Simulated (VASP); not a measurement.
# Rh (Fm-3m) in VASP: notebook

Runs on Rh. Level: PBE. Tasks: single point.

Program: VASP 6.6.1. These are calculated values, not measurements. Logs are shortened: lines on timing, memory, paths and dates and some standing lists are left out, and cuts for length are marked.

## Step 1: The cell of the first run

Symmetry: Fm-3m, No. 225, cubic system. Conventional cell: a = 3.718 Å, b = 3.718 Å, c = 3.718 Å, α = 90.00°, β = 90.00°, γ = 90.00°. Rh (site symmetry m-3m) has 12 Rh at 2.63 Å within 3.5 Å.

## Step 2: Single point, PBE

INCAR

```
SYSTEM = Rh
PREC = Accurate ; ENCUT = 500
EDIFF = 1E-6 ; ISMEAR = -1
SIGMA = 0.05 ; LREAL = .FALSE.
LASPH = .TRUE. ; NELM = 120
ALGO = Normal ; ISIF = 2
LWAVE = .FALSE. ; LCHARG = .FALSE.
GGA = PE ; NBANDS = 14
GGA_COMPAT = .FALSE.
```

KPOINTS

```
Automatic mesh
0
G
  10 10 10
  0 0 0
```

POSCAR

```
Rh
1.0
    0.0000000000      1.8591074964      1.8591074964
    1.8591074964      0.0000000000      1.8591074964
    1.8591074964      1.8591074964      0.0000000000
Rh
1
Direct
    0.0000000000      0.0000000000      0.0000000000
```

Potentials or basis: VASP PAW PBE potentials, release 64 (Rh_pv).

Launch:

```sh
cat potpaw_PBE.64/Rh_pv/POTCAR > POTCAR
mpirun -np 1 vasp_std > vasp.out
```

OUTCAR:

```text
SYSTEM = Rh
   PREC = Accurate
   ENCUT = 500
   EDIFF = 1E-6
   ISMEAR = -1
   LREAL = .FALSE.
   LASPH = .TRUE.
   NELM = 120
   ISIF = 2
   GGA = PE

 ion  position               nearest neighbor table
   1  0.000  0.000  0.000-

  LATTYP: Found a face centered cubic cell.
 ALAT       =     3.7182149928

  Lattice vectors:

 A1 = (   0.0000000000,   1.8591074964,   1.8591074964)
 A2 = (   1.8591074964,   0.0000000000,   1.8591074964)
 A3 = (   1.8591074964,   1.8591074964,   0.0000000000)

Analysis of symmetry for initial positions (statically):
=====================================================================
 Subroutine PRICEL returns:
 Original cell was already a primitive cell.

 Routine SETGRP: Setting up the symmetry group for a
 face centered cubic supercell.

 Subroutine GETGRP returns: Found 48 space group operations
 (whereof 48 operations were pure point group operations)
 out of a pool of 48 trial point group operations.

The static configuration has the point symmetry O_h .

Analysis of symmetry for dynamics (positions and initial velocities):
=====================================================================
 Subroutine PRICEL returns:
 Original cell was already a primitive cell.

 Routine SETGRP: Setting up the symmetry group for a
 face centered cubic supercell.

 Subroutine GETGRP returns: Found 48 space group operations
 (whereof 48 operations were pure point group operations)
 out of a pool of 48 trial point group operations.

The dynamic configuration has the point symmetry O_h .

 Subroutine INISYM returns: Found 48 space group operations
 (whereof 48 operations are pure point group operations),
 and found     1 'primitive' translations

----------------------------------------------------------------------------------------

                                     Primitive cell

  volume of cell :      12.8512

  direct lattice vectors                    reciprocal lattice vectors
     0.000000000  1.859107496  1.859107496    -0.268946256  0.268946256  0.268946256
     1.859107496  0.000000000  1.859107496     0.268946256 -0.268946256  0.268946256
     1.859107496  1.859107496  0.000000000     0.268946256  0.268946256 -0.268946256

  length of vectors
     2.629175035  2.629175035  2.629175035     0.465828579  0.465828579  0.465828579

  position of ions in fractional coordinates (direct lattice)
     0.000000000  0.000000000  0.000000000

  ion indices of the primitive-cell ions
   primitive index   ion index
                 1           1

----------------------------------------------------------------------------------------

 KPOINTS: Automatic mesh

Automatic generation of k-mesh.
 Grid dimensions read from file:
 generate k-points for:   10   10   10

 Generating k-lattice:

  Cartesian coordinates                     Fractional coordinates (reciprocal lattice)
    -0.026894626  0.026894626  0.026894626     0.100000000  0.000000000  0.000000000
     0.026894626 -0.026894626  0.026894626     0.000000000  0.100000000  0.000000000
     0.026894626  0.026894626 -0.026894626     0.000000000  0.000000000  0.100000000

  Length of vectors
     0.046582858  0.046582858  0.046582858

  Shift w.r.t. Gamma in fractional coordinates (k-lattice)
     0.000000000  0.000000000  0.000000000

 Subroutine IBZKPT returns following result:
 ===========================================

 Found     47 irreducible k-points:

 Following reciprocal coordinates:
            Coordinates               Weight
  0.000000  0.000000  0.000000      1.000000
  0.100000  0.000000  0.000000      8.000000
  0.200000  0.000000  0.000000      8.000000
  0.300000  0.000000  0.000000      8.000000
  0.400000  0.000000  0.000000      8.000000
  0.500000  0.000000  0.000000      4.000000
[... 16 lines left out ...]
  0.300000  0.300000  0.000000      6.000000
  0.400000  0.300000  0.000000     24.000000
 [... further k-points ...]
   k-points           NKPTS =     47   k-points in BZ     NKDIM =     47   number of bands    NBANDS=     14
   number of dos      NEDOS =    301   number of ions     NIONS =      1
   total plane-waves  NPLWV =   8000
   dimension x,y,z NGX =    20 NGY =   20 NGZ =   20
   dimension x,y,z NGXF=    40 NGYF=   40 NGZF=   40
   ions per type =               1
   NGX,Y,Z   is equivalent  to a cutoff of  12.65, 12.65, 12.65 a.u.
   NGXF,Y,Z  is equivalent  to a cutoff of  25.29, 25.29, 25.29 a.u.
 SYSTEM =  Rh
   PREC   = accura    normal or accurate (medium, high low for compatibility)
   ISTART =      0    job   : 0-new  1-cont  2-samecut
   ICHARG =      2    charge: 1-file 2-atom 10-const
   ISPIN  =      1    spin polarized calculation?
   LNONCOLLINEAR =      F non collinear calculations
   LSORBIT =      F    spin-orbit coupling
   LASPH  =      T    aspherical Exc in radial PAW
   ENCUT  =  500.0 eV  36.75 Ry    6.06 a.u.   4.79  4.79  4.79*2*pi/ulx,y,z
   NELM   =    120;   NELMIN=  2; NELMDL= -5     # of ELM steps
   EDIFF  = 0.1E-05   stopping-criterion for ELM
   LREAL  =      F    real-space projection
   EDIFFG = 0.1E-04   stopping-criterion for IOM
   NSW    =      0    number of steps for IOM
   IBRION =     -1    ionic relax: 0-MD 1-quasi-New 2-CG
   NFREE  =      0    steps in history (QN), initial steepest desc. (CG)
   ISIF   =      2    stress and relaxation
   ISYM   =      2    0-nonsym 1-usesym 2-fastsym
   POTIM  = 0.5000    time-step for ionic-motion
   TEBEG  =    0.0;   TEEND  =   0.0 temperature during run
   PSTRESS=    0.0 pullay stress
   NELECT =      15.0000    total number of electrons
   NUPDOWN=      -1.0000    fix difference up-down
   EMIN   =  10.00;   EMAX   =-10.00  energy-range for DOS
   EFERMI =   0.00;   METHOD = LEGACY
   ISMEAR =    -1;   SIGMA  =   0.05  broadening in eV -4-tet -1-fermi 0-gaus
   EFERMI_NEDOS =   21; number of points for ismear=-14 and -15
   IALGO  =     38    algorithm
   IMIX   =      4    mixing-type and parameters
     AMIX     =   0.40;   BMIX     =  1.00
     AMIX_MAG =   1.60;   BMIX_MAG =  1.00
  volume/ion in A,a.u.               =      12.85        86.72
  Fermi-wavevector in a.u.,A,eV,Ry     =   1.723683  3.257289 40.424043  2.971083
  Thomas-Fermi vector in A             =   2.799514
   LORBIT       =      0    0 simple, 1 ext, 2 COOP (PROOUT), +10 PAW based schemes
   GGA     = PE    functional components
   LHFCALC =     F    Hartree Fock is set to
   AEXX    =    0.0000 exact exchange contribution
   IVDW    =     0    specifies the selected vdW correction
   LEPSILON=     F    determine dielectric tensor
   LRPA    =     F    only Hartree local field effects (RPA)
 non-spin polarized calculation
  energy-cutoff  :      500.00
  volume of cell :       12.85
 maximum number of plane-waves:       332
   NGX =  9   NGY =  9   NGZ =  9

 number of electron      14.9999994 magnetization

 Free energy of the ion-electron system (eV)
  ---------------------------------------------------
  ext. energy  EPLUGINS =         0.00000000
  ---------------------------------------------------
  free energy    TOTEN  =        -7.17424858 eV

  energy without entropy =       -7.16291858  energy(sigma->0) =       -7.16858358

 E-fermi :  13.2214     XC(G=0): -14.4728

 val. band max:       13.2171082700   @ k =   0.5000   0.4000   0.1000
 cond. band min:      13.2963672949   @ k =   0.5000   0.2000   0.1000
 fundamental gap:      0.0792590249
 Fermi energy:        13.2214203341

 k-point     1 :       0.0000    0.0000    0.0000
  band No.  band energies     occupation
      1     -33.3162      2.00000
      2     -33.3162      2.00000
      3     -33.3162      2.00000
      4       4.7247      2.00000
      5       9.7665      2.00000
      6       9.7665      2.00000
      7       9.7665      2.00000
      8      12.0887      2.00000
      9      12.0887      2.00000
     10      29.1098      0.00000
     11      33.5054      0.00000
     12      34.9649      0.00000
     13      34.9649      0.00000
     14      34.9649      0.00000

 k-point     2 :       0.1000    0.0000    0.0000
  band No.  band energies     occupation
      1     -33.4078      2.00000
      2     -33.3284      2.00000
      3     -33.3284      2.00000
      4       5.1452      2.00000
      5       9.5835      2.00000
      6       9.9286      2.00000
      7       9.9286      2.00000
      8      12.0013      2.00000
      9      12.0013      2.00000
     10      29.7423      0.00000
     11      33.0952      0.00000
     12      33.5094      0.00000
     13      35.6156      0.00000
     14      35.6156      0.00000

 k-point     3 :       0.2000    0.0000    0.0000
  band No.  band energies     occupation
      1     -33.6439      2.00000
      2     -33.3601      2.00000
      3     -33.3601      2.00000
      4       6.1484      2.00000
      5       9.3995      2.00000
      6      10.1746      2.00000
      7      10.1746      2.00000
      8      12.0239      2.00000
      9      12.0239      2.00000
     10      30.1960      0.00000
     11      30.9237      0.00000
     12      33.5074      0.00000
     13      37.3737      0.00000
     14      37.3737      0.00000

 k-point     4 :       0.3000    0.0000    0.0000
  band No.  band energies     occupation
      1     -33.9288      2.00000
      2     -33.3990      2.00000
      3     -33.3990      2.00000
      4       6.7131      2.00000
      5      10.0555      2.00000
      6      10.0555      2.00000
      7      10.3632      2.00000
      8      12.6347      1.99998
      9      12.6347      1.99998
     10      27.2605      0.00000
     11      30.5385      0.00000
     12      33.5075      0.00000
     13      38.5108      0.00000
     14      38.5108      0.00000

 k-point     5 :       0.4000    0.0000    0.0000
  band No.  band energies     occupation
      1     -34.1539      2.00000
      2     -33.4303      2.00000
      3     -33.4303      2.00000
      4       6.5871      2.00000
      5       9.7889      2.00000
      6       9.7889      2.00000
      7      12.5153      2.00000
      8      13.4561      0.01813
      9      13.4561      0.01813
     10      24.2183      0.00000
     11      29.1797      0.00000
[... 276 lines left out ...]
 k-point    22 :      -0.2000    0.2000    0.0000
  band No.  band energies     occupation
      1     -33.8834      2.00000
      2     -33.5758      2.00000
      3     -33.3947      2.00000
      4       7.8773      2.00000
      5       8.7404      2.00000
      6       9.8093      2.00000
      7      11.0219      2.00000
      8      11.2602      2.00000
      9      14.5675      0.00000
     10      28.5926      0.00000
     11      30.3943      0.00000
     12      33.5021      0.00000
     13      34.0882      0.00000
     14      36.1897      0.00000

 k-point    23 :       0.3000    0.3000    0.0000
  band No.  band energies     occupation
      1     -33.8991      2.00000
      2     -33.5376      2.00000
      3     -33.5376      2.00000
      4       7.1297      2.00000
      5       7.5241      2.00000
      6      11.8768      2.00000
      7      12.2519      2.00000
      8      12.2519      2.00000
      9      13.1598      1.54844
     10      31.1514      0.00000
     11      31.1514      0.00000
     12      31.3843      0.00000
     13      33.5016      0.00000
     14      34.8825      0.00000

 k-point    24 :       0.4000    0.3000    0.0000
  band No.  band energies     occupation
      1     -34.0205      2.00000
      2     -33.6045      2.00000
      3     -33.5752      2.00000
      4       7.0164      2.00000
      5       7.3454      2.00000
      6      11.6056      2.00000
      7      12.4266      2.00000
      8      13.7326      0.00007
      9      14.6991      0.00000
     10      28.0960      0.00000
     11      29.9517      0.00000
     12      30.1612      0.00000
     13      33.5040      0.00000
     14      35.8735      0.00000

 [... further k-points ...]
[... 5 lines left out ...]
  --------------------------------------------------------------------------------------
  -------------------------------------------------------------------------------------
  Total        2.3237775      2.3237775      2.3237775     -0.0000000      0.0000000      0.0000000
  in kB      289.7087539    289.7087539    289.7087539     -0.0000000      0.0000000      0.0000000
  external PRESSURE =     289.7087539 kB  Pullay stress =       0.0000000 kB

 VOLUME and BASIS-vectors are now :
 -----------------------------------------------------------------------------
  energy-cutoff  :      500.00
  volume of cell :       12.85
      direct lattice vectors                 reciprocal lattice vectors
     0.000000000  1.859107496  1.859107496    -0.268946256  0.268946256  0.268946256
     1.859107496  0.000000000  1.859107496     0.268946256 -0.268946256  0.268946256
     1.859107496  1.859107496  0.000000000     0.268946256  0.268946256 -0.268946256

 POSITION                                       TOTAL-FORCE (eV/Angst)
 -----------------------------------------------------------------------------------
      0.00000      0.00000      0.00000         0.000000     -0.000000     -0.000000
 -----------------------------------------------------------------------------------
    total drift:                               -0.000000     -0.000000     -0.000000

  FREE ENERGIE OF THE ION-ELECTRON SYSTEM (eV)
  ---------------------------------------------------
  free  energy   TOTEN  =        -7.1742485784 eV

  energy  without entropy=       -7.1629185767  energy(sigma->0) =       -7.16858358
```

It took 9.9 s on 1 thread of AMD EPYC 7R13, shared host; peak memory 0.1 GiB.

Results:

* Free energy: -7.1742 eV
* Pressure: 29.0 GPa

(Part 1 of 2 ends here.)
